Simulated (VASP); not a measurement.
Set up this calculation in VASP 6.6.1, as the native input.

| Quantity | Value |
| --- | --- |
| Task | single point |
| Functional | PBE |
| Potentials or basis | VASP PAW PBE potentials, release 64 (P) |
| Cutoff | 520 eV |
| k mesh | 17 × 17 × 17 |
| Occupations | fermi-dirac, width 0.1 eV |
| Spin | no spin polarisation |
| Dipole correction | no |
| Further INCAR settings | ALGO = Normal; EDIFF = 1e-06; NBANDS = 8 |

The structure of P lies in POSCAR:

```
P
1.0
   -1.1241760981      1.1241760981      1.1241760981
    1.1241760981     -1.1241760981      1.1241760981
    1.1241760981      1.1241760981     -1.1241760981
P
1
Direct
    0.0000000000      0.0000000000      0.0000000000
```

This cell differs from its parent crystal: volume scaled by 0.4.

The input as run:

INCAR

```
ALGO = Normal
EDIFF = 1E-6
ENCUT = 520
GGA = PE
ISIF = 2
ISMEAR = -1
LASPH = T
LCHARG = F
LREAL = F
LWAVE = F
NBANDS = 8
NELM = 100
PREC = Accurate
SIGMA = 0.1
```

KPOINTS

```
k-points
0
Gamma
  17 17 17
```

Potentials or basis: VASP PAW PBE potentials, release 64 (P).

Run with:

```sh
$ cat potpaw_PBE.64/P/POTCAR > POTCAR
$ mpirun -np 1 vasp_std > vasp.out
```

It gave:

- Pressure: 571.7 GPa

It took 3.8 s on 1 thread of AMD EPYC 7R13 Processor (Zen 3) (shared host), peak memory 0.08 GiB.
